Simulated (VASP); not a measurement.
# Co in VASP: further runs

The runs below take Co through single point, with PBE.

All numbers are computed with VASP 6.6.1; they aren't measurements. Logs are shortened: lines on timing, memory, paths and dates and some standing lists are left out, and cuts for length are marked.

## (1) The cell of the first run

The structure is hexagonal, space group P6_3/mmc (No. 194). Conventional cell: a = 2.494 Å, b = 2.494 Å, c = 4.033 Å, α = 90.00°, β = 90.00°, γ = 120.00°. Within 3.3 Å of Co (site symmetry -6m2) lie 12 Co at 2.48 to 2.49 Å.

## (2) Single point, PBE, collinear spin, ferromagnetic start

INCAR reads:

```
SYSTEM = Co
PREC     = Accurate       ! precision mode
ENCUT    = 520            ! plane-wave cutoff, eV
EDIFF    = 1E-7           ! SCF threshold, eV
ISMEAR   = 0              ! smearing method
SIGMA    = 0.1            ! smearing width, eV
LREAL    = .FALSE.        ! projectors in reciprocal space
LASPH    = .TRUE.         ! aspherical terms in the spheres
NELM     = 150            ! most SCF steps
ALGO     = Normal         ! electronic algorithm
ISIF     = 2              ! what is computed and relaxed
LWAVE    = .FALSE.        ! write WAVECAR
LCHARG   = .FALSE.        ! write CHGCAR
ISPIN    = 2              ! spin polarisation
MAGMOM   = 1.84 1.84      ! initial moments
LORBIT   = 11             ! projections on sites
LMAXMIX  = 4              ! l up to which the mixer works
GGA      = PE             ! functional
NBANDS   = 20             ! bands
```

KPOINTS reads:

```
Automatic mesh
0
G
  21 21 10
  0 0 0
```

POSCAR reads:

```
Co
1.0
    2.4936874127      0.0000000029      0.0000000000
   -1.2468437088      2.1595966470      0.0000000000
    0.0000000000      0.0000000000      4.0329214187
Co
2
Direct
    0.6666666667      0.3333333333      0.2499987920
    0.3333333333      0.6666666667      0.7500012080
```

Potentials or basis: VASP PAW PBE potentials, release 64 (Co).

Launch:

```bash
> cat potpaw_PBE.64/Co/POTCAR > POTCAR
> mpirun -np 1 vasp_std > vasp.out
```

OUTCAR:

```text
SYSTEM = Co
   PREC = Accurate
   ENCUT = 520
   EDIFF = 1E-7
   ISMEAR = 0
   LREAL = .FALSE.
   LASPH = .TRUE.
   NELM = 150
   ISIF = 2
   ISPIN = 2
   LORBIT = 11
   GGA = PE

 ion  position               nearest neighbor table
   1  0.667  0.333  0.250-   2 2.48   2 2.48   2 2.48   2 2.48   2 2.48   2 2.48
   2  0.333  0.667  0.750-   1 2.48   1 2.48   1 2.48   1 2.48   1 2.48   1 2.48

  LATTYP: Found a hexagonal cell.
 ALAT       =     2.4936874127
 C/A-ratio  =     1.6172521857

  Lattice vectors:

 A1 = (   2.4936874127,   0.0000000029,   0.0000000000)
 A2 = (  -1.2468437088,   2.1595966470,   0.0000000000)
 A3 = (   0.0000000000,   0.0000000000,   4.0329214187)

Analysis of symmetry for initial positions (statically):
=====================================================================
 Subroutine PRICEL returns:
 Original cell was already a primitive cell.

 Routine SETGRP: Setting up the symmetry group for a
 hexagonal supercell.

 Subroutine GETGRP returns: Found 24 space group operations
 (whereof 12 operations were pure point group operations)
 out of a pool of 24 trial point group operations.

The static configuration has the point symmetry D_3d.
 The point group associated with its full space group is D_6h.

Analysis of symmetry for dynamics (positions and initial velocities):
=====================================================================
 Subroutine PRICEL returns:
 Original cell was already a primitive cell.

 Routine SETGRP: Setting up the symmetry group for a
 hexagonal supercell.

 Subroutine GETGRP returns: Found 24 space group operations
 (whereof 12 operations were pure point group operations)
 out of a pool of 24 trial point group operations.

The dynamic configuration has the point symmetry D_3d.
 The point group associated with its full space group is D_6h.

Analysis of structural, dynamic, and magnetic symmetry:
=====================================================================
 Subroutine PRICEL returns:
 Original cell was already a primitive cell.

 Routine SETGRP: Setting up the symmetry group for a
 hexagonal supercell.

 Subroutine GETGRP returns: Found 24 space group operations
 (whereof 12 operations were pure point group operations)
 out of a pool of 24 trial point group operations.

The overall configuration has the point symmetry D_3d.
 The point group associated with its full space group is D_6h.

 Subroutine INISYM returns: Found 24 space group operations
 (whereof 12 operations are pure point group operations),
 and found     1 'primitive' translations

----------------------------------------------------------------------------------------

                                     Primitive cell

  volume of cell :      21.7187

  direct lattice vectors                    reciprocal lattice vectors
     2.493687413  0.000000003  0.000000000     0.401012570  0.231524716  0.000000000
    -1.246843709  2.159596647  0.000000000    -0.000000001  0.463049431  0.000000000
     0.000000000  0.000000000  4.032921419     0.000000000  0.000000000  0.247959208

  length of vectors
     2.493687413  2.493687413  4.032921419     0.463049431  0.463049431  0.247959208

  position of ions in fractional coordinates (direct lattice)
     0.666666667  0.333333333  0.249998792
     0.333333333  0.666666667  0.750001208

  ion indices of the primitive-cell ions
   primitive index   ion index
                 1           1
                 2           2

----------------------------------------------------------------------------------------

 KPOINTS: Automatic mesh

Automatic generation of k-mesh.
 Grid dimensions read from file:
 generate k-points for:   21   21   10

 Generating k-lattice:

  Cartesian coordinates                     Fractional coordinates (reciprocal lattice)
     0.019095837  0.011024986  0.000000000     0.047619048  0.000000000  0.000000000
    -0.000000000  0.022049973  0.000000000     0.000000000  0.047619048  0.000000000
     0.000000000  0.000000000  0.024795921     0.000000000  0.000000000  0.100000000

  Length of vectors
     0.022049973  0.022049973  0.024795921

  Shift w.r.t. Gamma in fractional coordinates (k-lattice)
     0.000000000  0.000000000  0.000000000

 Subroutine IBZKPT returns following result:
 ===========================================

 Found    288 irreducible k-points:

 Following reciprocal coordinates:
            Coordinates               Weight
  0.000000  0.000000  0.000000      1.000000
  0.047619  0.000000  0.000000      6.000000
  0.095238  0.000000  0.000000      6.000000
  0.142857  0.000000  0.000000      6.000000
  0.190476  0.000000  0.000000      6.000000
  0.238095  0.000000  0.000000      6.000000
[... 16 lines left out ...]
  0.142857  0.095238  0.000000     12.000000
  0.190476  0.095238  0.000000     12.000000
 [... further k-points ...]
   k-points           NKPTS =    288   k-points in BZ     NKDIM =    288   number of bands    NBANDS=     20
   number of dos      NEDOS =    301   number of ions     NIONS =      2
   total plane-waves  NPLWV =  12000
   dimension x,y,z NGX =    20 NGY =   20 NGZ =   30
   dimension x,y,z NGXF=    40 NGYF=   40 NGZF=   60
   ions per type =               2
   NGX,Y,Z   is equivalent  to a cutoff of  13.33, 13.33, 12.37 a.u.
   NGXF,Y,Z  is equivalent  to a cutoff of  26.67, 26.67, 24.73 a.u.
 SYSTEM =  Co
   PREC   = accura    normal or accurate (medium, high low for compatibility)
   ISTART =      0    job   : 0-new  1-cont  2-samecut
   ICHARG =      2    charge: 1-file 2-atom 10-const
   ISPIN  =      2    spin polarized calculation?
   LNONCOLLINEAR =      F non collinear calculations
   LSORBIT =      F    spin-orbit coupling
   LASPH  =      T    aspherical Exc in radial PAW
   ENCUT  =  520.0 eV  38.22 Ry    6.18 a.u.   4.64  4.64  7.50*2*pi/ulx,y,z
   NELM   =    150;   NELMIN=  2; NELMDL= -5     # of ELM steps
   EDIFF  = 0.1E-06   stopping-criterion for ELM
   LREAL  =      F    real-space projection
   EDIFFG = 0.1E-05   stopping-criterion for IOM
   NSW    =      0    number of steps for IOM
   IBRION =     -1    ionic relax: 0-MD 1-quasi-New 2-CG
   NFREE  =      0    steps in history (QN), initial steepest desc. (CG)
   ISIF   =      2    stress and relaxation
   ISYM   =      2    0-nonsym 1-usesym 2-fastsym
   POTIM  = 0.5000    time-step for ionic-motion
   TEBEG  =    0.0;   TEEND  =   0.0 temperature during run
   PSTRESS=    0.0 pullay stress
   NELECT =      18.0000    total number of electrons
   NUPDOWN=      -1.0000    fix difference up-down
   EMIN   =  10.00;   EMAX   =-10.00  energy-range for DOS
   EFERMI =   0.00;   METHOD = LEGACY
   ISMEAR =     0;   SIGMA  =   0.10  broadening in eV -4-tet -1-fermi 0-gaus
   EFERMI_NEDOS =   21; number of points for ismear=-14 and -15
   IALGO  =     38    algorithm
   IMIX   =      4    mixing-type and parameters
     AMIX     =   0.40;   BMIX     =  1.00
     AMIX_MAG =   1.60;   BMIX_MAG =  1.00
  volume/ion in A,a.u.               =      10.86        73.28
  Fermi-wavevector in a.u.,A,eV,Ry     =   1.537756  2.905938 32.173623  2.364695
  Thomas-Fermi vector in A             =   2.644220
   LORBIT       =     11    0 simple, 1 ext, 2 COOP (PROOUT), +10 PAW based schemes
   GGA     = PE    functional components
   LHFCALC =     F    Hartree Fock is set to
   AEXX    =    0.0000 exact exchange contribution
   IVDW    =     0    specifies the selected vdW correction
   LEPSILON=     F    determine dielectric tensor
   LRPA    =     F    only Hartree local field effects (RPA)
 spin polarized calculation
 Gauss-broadening in eV      SIGMA  =   0.10
  energy-cutoff  :      520.00
  volume of cell :       21.72
 maximum number of plane-waves:       606
 NGX is ok and might be reduce to    20
   NGX =  9   NGY =  9   NGZ = 15

 number of electron      17.9999997 magnetization       3.2062787

 Free energy of the ion-electron system (eV)
  ---------------------------------------------------
  ext. energy  EPLUGINS =         0.00000000
  ---------------------------------------------------
  free energy    TOTEN  =       -14.07429149 eV

  energy without entropy =      -14.06504359  energy(sigma->0) =      -14.06966754

 E-fermi :  10.2345     XC(G=0): -13.3988

 val. band max:       10.2313194016   @ k =   0.2381   0.0952   0.4000
 cond. band min:      10.2366849182   @ k =   0.2381   0.1905   0.0000
 fundamental gap:      0.0053655166
 Fermi energy:        10.2345195124

 spin component 1

 k-point     1 :       0.0000    0.0000    0.0000
  band No.  band energies     occupation
      1       1.3433      1.00000
      2       5.1203      1.00000
      3       7.6333      1.00000
      4       7.6546      1.00000
      5       7.6546      1.00000
      6       7.9654      1.00000
[... 12 lines left out ...]
     19      36.1191      0.00000
     20      36.1191      0.00000
[... 507 lines left out ...]
 k-point    24 :       0.1905    0.0952    0.0000
  band No.  band energies     occupation
      1       3.3942      1.00000
      2       6.0032      1.00000
      3       6.7591      1.00000
      4       6.8479      1.00000
      5       7.6799      1.00000
      6       7.7146      1.00000
[... 12 lines left out ...]
     19      35.2561      0.00000
     20      36.2883      0.00000

 [... further k-points ...]

 spin component 2

 k-point     1 :       0.0000    0.0000    0.0000
  band No.  band energies     occupation
      1       1.3327      1.00000
      2       6.0576      1.00000
      3       9.2592      1.00000
      4       9.2852      1.00000
      5       9.2852      1.00000
      6       9.6496      1.00000
[... 12 lines left out ...]
     19      36.4041      0.00000
     20      36.4041      0.00000
[... 507 lines left out ...]
 k-point    24 :       0.1905    0.0952    0.0000
  band No.  band energies     occupation
      1       3.4241      1.00000
      2       7.1394      1.00000
      3       7.8882      1.00000
      4       8.2436      1.00000
      5       9.2390      1.00000
      6       9.3571      1.00000
[... 12 lines left out ...]
     19      35.4638      0.00000
     20      36.7093      0.00000

 [... further k-points ...]

------------------------ aborting loop because EDIFF is reached ----------------------------------------

  FORCE on cell =-STRESS in cart. coord.  units (eV):
  Direction    XX          YY          ZZ          XY          YZ          ZX
  --------------------------------------------------------------------------------------
  -------------------------------------------------------------------------------------
  Total       -0.0962509     -0.0962509     -0.1158272     -0.0000000     -0.0000000      0.0000000
  in kB       -7.1003679     -7.1003679     -8.5445011     -0.0000000     -0.0000000      0.0000000
  external PRESSURE =      -7.5817457 kB  Pullay stress =       0.0000000 kB

 VOLUME and BASIS-vectors are now :
 -----------------------------------------------------------------------------
  energy-cutoff  :      520.00
  volume of cell :       21.72
      direct lattice vectors                 reciprocal lattice vectors
     2.493687413  0.000000003  0.000000000     0.401012570  0.231524716  0.000000000
    -1.246843709  2.159596647  0.000000000    -0.000000001  0.463049431  0.000000000
     0.000000000  0.000000000  4.032921419     0.000000000  0.000000000  0.247959208

 POSITION                                       TOTAL-FORCE (eV/Angst)
 -----------------------------------------------------------------------------------
      1.24684      0.71987      1.00823         0.000000      0.000000      0.000000
     -0.00000      1.43973      3.02470        -0.000000     -0.000000      0.000000
 -----------------------------------------------------------------------------------
    total drift:                                0.000052     -0.000030      0.000095

  FREE ENERGIE OF THE ION-ELECTRON SYSTEM (eV)
  ---------------------------------------------------
  free  energy   TOTEN  =       -14.0742914902 eV

  energy  without entropy=      -14.0650435939  energy(sigma->0) =      -14.06966754

 total charge

# of ion       s       p       d       tot
------------------------------------------
    1        0.488   0.521   7.262   8.271
    2        0.488   0.521   7.262   8.271
--------------------------------------------------
tot          0.976   1.042  14.524  16.542

 magnetization (x)

# of ion       s       p       d       tot
------------------------------------------
    1       -0.015  -0.055   1.694   1.624
    2       -0.015  -0.055   1.694   1.624
--------------------------------------------------
tot         -0.030  -0.110   3.388   3.248
```

It took 6.5 min on 1 thread of AMD EPYC 7R43 (Zen 3), shared host; peak memory 0.24 GiB.

Results:

```yaml
Free_energy: -14.0743 eV
Pressure: -0.8 GPa
Net_moment: 3.21 μB per cell
Site_moments: Co +1.62 μB
Valence_electrons_inside_the_program's_atomic_spheres: Co 8.27
```

Stress tensor (GPa, compression positive):
```
-0.71  0.00  0.00
 0.00 -0.71  0.00
 0.00  0.00 -0.85
```

Levels at points of the mesh, in eV from the Fermi level:
Spin up:
| k point | band 9 | band 10 | band 11 | band 12 | band 13 | band 14 |
| --- | --- | --- | --- | --- | --- | --- |
| (0.00, 0.00, 0.00) | -1.93 | -0.83 | -0.83 | -0.06 | 6.35 | 21.98 |
| (0.00, 0.00, 0.50) | -1.14 | -1.14 | -1.14 | -1.14 | 15.02 | 15.02 |
Spin down:
| k point | band 4 | band 5 | band 6 | band 7 | band 8 | band 9 | band 10 | band 11 |
| --- | --- | --- | --- | --- | --- | --- | --- | --- |
| (0.00, 0.00, 0.00) | -0.95 | -0.95 | -0.58 | -0.58 | -0.16 | -0.16 | -0.13 | 1.05 |
| (0.00, 0.00, 0.50) | -1.52 | -1.01 | -1.01 | -1.01 | -1.01 | 0.71 | 0.71 | 0.71 |

(Continued in part 2 of 2.)
